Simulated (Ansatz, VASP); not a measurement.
**Ge in VASP and in Ansatz**

The input INCAR:

```
ALGO = Normal ; EDIFF = 1E-6
ENCUT = 520 ; ISIF = 2
ISMEAR = -1 ; LASPH = True
LCHARG = True ; LELF = True
LREAL = False ; LVHAR = True
LWAVE = False ; NBANDS = 13
NELM = 60 ; PREC = Accurate
SIGMA = 0.1
```

File KPOINTS:

```
k-points
0
Gamma
  15 15 15
```

POSCAR

```
Ge
1.0
   -1.6031569220      1.6031569220      1.6031569220
    1.6031569220     -1.6031569220      1.6031569220
    1.6031569220      1.6031569220     -1.6031569220
Ge
1
Direct
    0.0000000000      0.0000000000      0.0000000000
```

Input for Ansatz:

```yaml
crystal:
  lattice:
    - [-1.603156922, 1.603156922, 1.603156922]
    - [1.603156922, -1.603156922, 1.603156922]
    - [1.603156922, 1.603156922, -1.603156922]
  atoms:
    - { symbol: Ge, position: [0.0, 0.0, 0.0] }
hamiltonian:
  xc: lda
  pseudopotentials:
    kind: paw
    azcp:
      Ge: "pseudopotentials/Ge.paw.azcp"
basis:
  ecutwfc: 420
  fft_grid_basis: typed
kpoints:
  mp_grid: { grid: [15, 15, 15], shift: [0, 0, 0] }
magnetization:
  spin_polarized: false
scf:
  occupations: { method: fermi_dirac, width: 0.1 }
  lower_state_search: "off"
output:
  stress: true
  write_density: true
  write_potential: true
  elf: true
  volumetric_format: npy
```

Alike in both runs: task single point; functional LDA; k mesh 15 × 15 × 15; occupations fermi-dirac, width 0.1 eV; no spin polarisation.

|  | VASP | Ansatz |
| --- | --- | --- |
| version | VASP 6.6.1 | Ansatz 0.2.0 |
| potentials or method | VASP PAW LDA potentials, release 64 (Ge_d), cutoff 520 eV | plane waves (420 eV) with PAW, scalar-relativistic |
| valence electrons in the cell | 14 | 14 |

|  | VASP | Ansatz | Ansatz less VASP |
| --- | --- | --- | --- |
| pressure (GPa) | 7.4 | 7.2 | -0.20 |

Ansatz warns that its potentials were made for another functional, while VASP's fit it. LDA's correlation is that of Perdew and Zunger in VASP and of Perdew and Wang (1992) in Ansatz.
